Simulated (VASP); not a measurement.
# C in VASP: notebook

Aim: see how the results for C move with the level of theory and the settings. Levels: HSE06, PBE-based screened hybrid. Tasks: single point.

All numbers are computed with VASP 6.6.1; they aren't measurements. Logs are shortened: lines on timing, memory, paths and dates and some standing lists are left out, and cuts for length are marked.

**1. The cell of the first run**

The cell holds a slab with vacuum, 2 atoms: a = 2.451 Å, b = 2.451 Å, c = 8.523 Å, α = 90.00°, β = 90.00°, γ = 120.00°.

**2. Single point, HSE06**

Input file POSCAR:

```
C
1.0
    2.4509029450      0.0000000000      0.0000000000
   -1.2254514725      2.1225442126      0.0000000000
    0.0000000000      0.0000000000      8.5229325175
C
2
Direct
    0.6666666667      0.3333333333      0.0000000000
    0.3333333333      0.6666666667      0.0000000000
```

Input file INCAR.step1:

```
  PREC = Accurate
  ENCUT = 520
  EDIFF = 1E-5
  ISMEAR = -1
  SIGMA = 0.05
  LREAL = False
  LASPH = True
  NELM = 80
  ALGO = Normal
  ISIF = 2
  LWAVE = True
  LCHARG = False
  NBANDS = 11
  GGA = PE
```

Input file INCAR.step2:

```
  PREC = Accurate
  ENCUT = 520
  EDIFF = 1E-6
  ISMEAR = -1
  SIGMA = 0.05
  LREAL = False
  LASPH = True
  NELM = 80
  ALGO = Normal
  ISIF = 2
  LWAVE = False
  LCHARG = False
  GGA = PE
  LHFCALC = True
  HFSCREEN = 0.2079
  PRECFOCK = Normal
  NBANDS = 11
  ISTART = 1
```

Input file KPOINTS:

```
regular mesh
0
Gamma
  6 6 2
```

Potentials or basis: VASP PAW PBE potentials, release 64 (C).

Launch:

```bash
$ cat potpaw_PBE.64/C/POTCAR > POTCAR
$ cp INCAR.step1 INCAR
$ mpirun -np 1 vasp_std > vasp.out
$ cp INCAR.step2 INCAR
$ mpirun -np 1 vasp_std > vasp.out
```

OUTCAR:

```text
PREC = Accurate
   ENCUT = 520
   EDIFF = 1E-6
   ISMEAR = -1
   LREAL = False
   LASPH = True
   NELM = 80
   ISIF = 2
   GGA = PE
   LHFCALC = True
   HFSCREEN = 0.2079
   PRECFOCK = Normal
   ISTART = 1

 ion  position               nearest neighbor table
   1  0.667  0.333  0.000-   2 1.42   2 1.42   2 1.42
   2  0.333  0.667  0.000-   1 1.42   1 1.42   1 1.42

  LATTYP: Found a hexagonal cell.
 ALAT       =     2.4509029450
 C/A-ratio  =     3.4774663497

  Lattice vectors:

 A1 = (   2.4509029450,   0.0000000000,   0.0000000000)
 A2 = (  -1.2254514725,   2.1225442126,   0.0000000000)
 A3 = (   0.0000000000,   0.0000000000,   8.5229325175)

Analysis of symmetry for initial positions (statically):
=====================================================================
 Subroutine PRICEL returns:
 Original cell was already a primitive cell.

 Routine SETGRP: Setting up the symmetry group for a
 hexagonal supercell.

 Subroutine GETGRP returns: Found 24 space group operations
 (whereof 24 operations were pure point group operations)
 out of a pool of 24 trial point group operations.

The static configuration has the point symmetry D_6h.

Analysis of symmetry for dynamics (positions and initial velocities):
=====================================================================
 Subroutine PRICEL returns:
 Original cell was already a primitive cell.

 Routine SETGRP: Setting up the symmetry group for a
 hexagonal supercell.

 Subroutine GETGRP returns: Found 24 space group operations
 (whereof 24 operations were pure point group operations)
 out of a pool of 24 trial point group operations.

The dynamic configuration has the point symmetry D_6h.

 Subroutine INISYM returns: Found 24 space group operations
 (whereof 24 operations are pure point group operations),
 and found     1 'primitive' translations

----------------------------------------------------------------------------------------

                                     Primitive cell

  volume of cell :      44.3376

  direct lattice vectors                    reciprocal lattice vectors
     2.450902945  0.000000000  0.000000000     0.408012893  0.235566353  0.000000000
    -1.225451473  2.122544213  0.000000000     0.000000000  0.471132707  0.000000000
     0.000000000  0.000000000  8.522932517     0.000000000  0.000000000  0.117330508

  length of vectors
     2.450902945  2.450902945  8.522932517     0.471132707  0.471132707  0.117330508

  position of ions in fractional coordinates (direct lattice)
     0.666666667  0.333333333  0.000000000
     0.333333333  0.666666667  0.000000000

  ion indices of the primitive-cell ions
   primitive index   ion index
                 1           1
                 2           2

----------------------------------------------------------------------------------------

 KPOINTS: regular mesh

Automatic generation of k-mesh.
 Grid dimensions read from file:
 generate k-points for:    6    6    2

 Generating k-lattice:

  Cartesian coordinates                     Fractional coordinates (reciprocal lattice)
     0.068002149  0.039261059  0.000000000     0.166666667  0.000000000  0.000000000
     0.000000000  0.078522118  0.000000000     0.000000000  0.166666667  0.000000000
     0.000000000  0.000000000  0.058665254     0.000000000  0.000000000  0.500000000

  Length of vectors
     0.078522118  0.078522118  0.058665254

  Shift w.r.t. Gamma in fractional coordinates (k-lattice)
     0.000000000  0.000000000  0.000000000

 Subroutine IBZKPT returns following result:
 ===========================================

 Found     14 irreducible k-points:

 Following reciprocal coordinates:
            Coordinates               Weight
  0.000000  0.000000  0.000000      1.000000
  0.166667  0.000000  0.000000      6.000000
  0.333333 -0.000000  0.000000      6.000000
  0.500000  0.000000  0.000000      3.000000
  0.166667  0.166667  0.000000      6.000000
  0.333333  0.166667  0.000000     12.000000
  0.333333  0.333333  0.000000      2.000000
  0.000000  0.000000  0.500000      1.000000
  0.166667  0.000000  0.500000      6.000000
  0.333333 -0.000000  0.500000      6.000000
  0.500000  0.000000  0.500000      3.000000
  0.166667  0.166667  0.500000      6.000000
  0.333333  0.166667  0.500000     12.000000
  0.333333  0.333333  0.500000      2.000000
   k-points           NKPTS =     14   k-points in BZ     NKDIM =     72   number of bands    NBANDS=     11
   number of dos      NEDOS =    301   number of ions     NIONS =      2
   total plane-waves  NPLWV =  20736
   dimension x,y,z NGX =    18 NGY =   18 NGZ =   64
   dimension x,y,z NGXF=    36 NGYF=   36 NGZF=  128
   ions per type =               2
   NGX,Y,Z   is equivalent  to a cutoff of  12.21, 12.21, 12.48 a.u.
   NGXF,Y,Z  is equivalent  to a cutoff of  24.42, 24.42, 24.97 a.u.
 SYSTEM =  unknown system
   PREC   = accura    normal or accurate (medium, high low for compatibility)
   ISTART =      1    job   : 0-new  1-cont  2-samecut
   ICHARG =      0    charge: 1-file 2-atom 10-const
   ISPIN  =      1    spin polarized calculation?
   LNONCOLLINEAR =      F non collinear calculations
   LSORBIT =      F    spin-orbit coupling
   LASPH  =      T    aspherical Exc in radial PAW
   ENCUT  =  520.0 eV  38.22 Ry    6.18 a.u.   4.56  4.56 15.85*2*pi/ulx,y,z
   NELM   =     80;   NELMIN=  2; NELMDL=  0     # of ELM steps
   EDIFF  = 0.1E-05   stopping-criterion for ELM
   LREAL  =      F    real-space projection
   EDIFFG = 0.1E-04   stopping-criterion for IOM
   NSW    =      0    number of steps for IOM
   IBRION =     -1    ionic relax: 0-MD 1-quasi-New 2-CG
   NFREE  =      0    steps in history (QN), initial steepest desc. (CG)
   ISIF   =      2    stress and relaxation
   ISYM   =      3    0-nonsym 1-usesym 2-fastsym
   POTIM  = 0.5000    time-step for ionic-motion
   TEBEG  =    0.0;   TEEND  =   0.0 temperature during run
   PSTRESS=    0.0 pullay stress
   NELECT =       8.0000    total number of electrons
   NUPDOWN=      -1.0000    fix difference up-down
   EMIN   =  10.00;   EMAX   =-10.00  energy-range for DOS
   EFERMI =   0.00;   METHOD = LEGACY
   ISMEAR =    -1;   SIGMA  =   0.05  broadening in eV -4-tet -1-fermi 0-gaus
   EFERMI_NEDOS =   21; number of points for ismear=-14 and -15
   IALGO  =     38    algorithm
   IMIX   =      1    mixing-type and parameters
     AMIX     =   0.40;   BMIX     =  1.00
     AMIX_MAG =   1.60;   BMIX_MAG =  1.00
  volume/ion in A,a.u.               =      22.17       149.60
  Fermi-wavevector in a.u.,A,eV,Ry     =   0.925083  1.748154 11.643583  0.855779
  Thomas-Fermi vector in A             =   2.050899
   LORBIT       =      0    0 simple, 1 ext, 2 COOP (PROOUT), +10 PAW based schemes
   GGA     = PE    functional components
   LHFCALC =     T    Hartree Fock is set to
   PRECFOCK=normal    Normal, Fast or Accurate (Low or Medium for compatibility)
   ENCUT4O =  -1.0   cutoff for four orbital integrals eV
   NKREDX  =     1    reduce k-point grid by
   NKREDY  =     1    reduce k-point grid by
   NKREDZ  =     1    reduce k-point grid by
   AEXX    =    0.2500 exact exchange contribution
   HFSCREEN=    0.2079 screening length (either q_TF or 0.3 A-1)
   HFSCREENC=   0.2079 screening length for correlation (either q_TF or 0.3 A-1)
   ENCUTFOCK=  -1.0 apply spherical cutoff to Coloumb kernel
   IVDW    =     0    specifies the selected vdW correction
   LEPSILON=     F    determine dielectric tensor
   LRPA    =     F    only Hartree local field effects (RPA)
 non-spin polarized calculation
  energy-cutoff  :      520.00
  volume of cell :       44.34
 maximum number of plane-waves:      1210
  NGX = 14; NGY = 14; NGZ = 48

 number of electron       7.9999997 magnetization

 Free energy of the ion-electron system (eV)
  ---------------------------------------------------
  ext. energy  EPLUGINS =         0.00000000
  ---------------------------------------------------
  free energy    TOTEN  =       -21.10845197 eV

  energy without entropy =      -21.10075034  energy(sigma->0) =      -21.10460115

 E-fermi :  -0.7033     XC(G=0):  -4.1592

 val. band max:       -0.7033556038   @ k =   0.3333   0.3333   0.5000
 cond. band min:      -0.7032808621   @ k =   0.3333   0.3333   0.0000
 fundamental gap:      0.0000747417
 Fermi energy:        -0.7033182329

 k-point     1 :       0.0000    0.0000    0.0000
  band No.  band energies     occupation
      1     -22.9298      2.00000
      2      -9.6977      2.00000
      3      -4.7253      2.00000
      4      -4.7253      2.00000
      5       2.5147      0.00000
      6       4.8740      0.00000
      7       6.6194      0.00000
      8       8.6408      0.00000
      9       8.6408      0.00000
     10      12.5874      0.00000
     11      13.4802      0.00000

 k-point     2 :       0.1667    0.0000    0.0000
  band No.  band energies     occupation
      1     -22.2084      2.00000
      2      -8.8105      2.00000
      3      -7.2287      2.00000
      4      -5.9610      2.00000
      5       3.4268      0.00000
      6       5.7635      0.00000
      7       7.4871      0.00000
      8       8.6501      0.00000
      9      10.1927      0.00000
     10      11.3987      0.00000
     11      14.1693      0.00000

 k-point     3 :       0.3333   -0.0000    0.0000
  band No.  band energies     occupation
      1     -20.0786      2.00000
      2     -11.9844      2.00000
      3      -7.7424      2.00000
      4      -6.2517      2.00000
      5       5.0732      0.00000
      6       6.1568      0.00000
      7       7.9570      0.00000
      8       8.4697      0.00000
      9      10.1992      0.00000
     10      15.9725      0.00000
     11      16.1210      0.00000
[... 127 lines left out ...]
 k-point    13 :       0.3333    0.1667    0.5000
  band No.  band energies     occupation
      1     -18.0396      2.00000
      2     -13.9496      2.00000
      3     -10.2225      2.00000
      4      -3.9301      2.00000
      5       2.3287      0.00000
      6       9.5156      0.00000
      7       9.5594      0.00000
      8      10.4591      0.00000
      9      12.7630      0.00000
     10      14.1177      0.00000
     11      15.0998      0.00000

 k-point    14 :       0.3333    0.3333    0.5000
  band No.  band energies     occupation
      1     -15.2890      2.00000
      2     -15.2890      2.00000
      3     -12.9655      2.00000
      4      -0.7034      1.00041
      5      -0.7034      1.00037
      6      10.4067      0.00000
      7      13.1586      0.00000
      8      13.1586      0.00000
      9      13.5531      0.00000
     10      14.2642      0.00000
     11      14.2642      0.00000

------------------------ aborting loop because EDIFF is reached ----------------------------------------

  FORCE on cell =-STRESS in cart. coord.  units (eV):
  Direction    XX          YY          ZZ          XY          YZ          ZX
  --------------------------------------------------------------------------------------
  -------------------------------------------------------------------------------------
  Total        0.1057456      0.1057456     -0.0121329      0.0000000     -0.0000000      0.0000000
  in kB        3.8212097      3.8212097     -0.4384338      0.0000000     -0.0000000      0.0000000
  external PRESSURE =       2.4013286 kB  Pullay stress =       0.0000000 kB

 VOLUME and BASIS-vectors are now :
 -----------------------------------------------------------------------------
  energy-cutoff  :      520.00
  volume of cell :       44.34
      direct lattice vectors                 reciprocal lattice vectors
     2.450902945  0.000000000  0.000000000     0.408012893  0.235566353  0.000000000
    -1.225451473  2.122544213  0.000000000     0.000000000  0.471132707  0.000000000
     0.000000000  0.000000000  8.522932517     0.000000000  0.000000000  0.117330508

 POSITION                                       TOTAL-FORCE (eV/Angst)
 -----------------------------------------------------------------------------------
      1.22545      0.70751      0.00000         0.000000      0.000000      0.000000
     -0.00000      1.41503      0.00000        -0.000000     -0.000000     -0.000000
 -----------------------------------------------------------------------------------
    total drift:                                0.000000      0.000000      0.000000

  FREE ENERGIE OF THE ION-ELECTRON SYSTEM (eV)
  ---------------------------------------------------
  free  energy   TOTEN  =       -21.1084519700 eV

  energy  without entropy=      -21.1007503355  energy(sigma->0) =      -21.10460115
```

Wall time 1.8 min (1 thread of Intel Xeon 6975P-C (Granite Rapids), shared host); peak memory 0.24 GiB.

Results:

- Free energy: -21.1085 eV
- Band gap on the k mesh: zero (filled and empty bands touch)

Caveat: the k points lie up to 0.49 Å⁻¹ apart; the PAW data sets were made with another functional, which shifts forces and pressure a little.

**3. Single point, PBE-based screened hybrid**

Input file POSCAR:

```
C
1.0
    2.4514519485      0.0000000000      0.0000000000
   -1.2257259743      2.1230196636      0.0000000000
    0.0000000000      0.0000000000      8.5228369252
C
2
Direct
    0.6666666667      0.3333333333      0.0000000000
    0.3333333333      0.6666666667      0.0000000000
```

Input file INCAR.step1:

```
PREC = Accurate
ENCUT = 520
EDIFF = 1E-5
ISMEAR = -1
SIGMA = 0.05
LREAL = False
LASPH = True
NELM = 80
ALGO = Normal
ISIF = 2
LWAVE = True
LCHARG = False
GGA = PE
NBANDS = 11
```

Input file INCAR.step2:

```
PREC = Accurate
ENCUT = 520
EDIFF = 1E-6
ISMEAR = -1
SIGMA = 0.05
LREAL = False
LASPH = True
NELM = 80
ALGO = Normal
ISIF = 2
LWAVE = False
LCHARG = False
GGA = PE
LHFCALC = True
AEXX = 0.25
HFSCREEN = 0.3
PRECFOCK = Normal
ISTART = 1
NBANDS = 11
```

Input file KPOINTS:

```
Automatic mesh
0
Gamma
  6 6 2
```

Potentials or basis: VASP PAW PBE potentials, release 64 (C).

Launch:

```bash
$ cat potpaw_PBE.64/C/POTCAR > POTCAR
$ cp INCAR.step1 INCAR
$ mpirun -np 1 vasp_std > vasp.out
$ cp INCAR.step2 INCAR
$ mpirun -np 1 vasp_std > vasp.out
```

Run time: 1.8 min. Hardware: 1 thread of Intel Xeon 6975P-C (Granite Rapids), shared host; peak memory 0.24 GiB.

The run converged. Its results:

| Item | Value |
| --- | --- |
| Free energy | -20.7025 eV |
| Band gap on the k mesh | zero (filled and empty bands touch) |

Levels at points of the mesh, in eV from the Fermi level:
```csv
k point,band 1,band 2,band 3,band 4,band 5,band 6,band 7,band 8
"(0.00, 0.00, 0.00)",-22.02,-8.81,-3.89,-3.89,3.15,5.49,7.26,9.20
"(0.50, 0.00, 0.00)",-16.27,-15.06,-7.58,-2.80,1.96,8.17,11.22,11.35
"(0.00, 0.00, 0.50)",-22.02,-8.81,-3.89,-3.89,3.88,3.96,9.20,9.20
"(0.50, 0.00, 0.50)",-16.27,-15.06,-7.58,-2.80,1.96,8.17,11.79,11.96
```

Caveat: the k points lie up to 0.49 Å⁻¹ apart; the PAW data sets were made with another functional, which shifts forces and pressure a little.
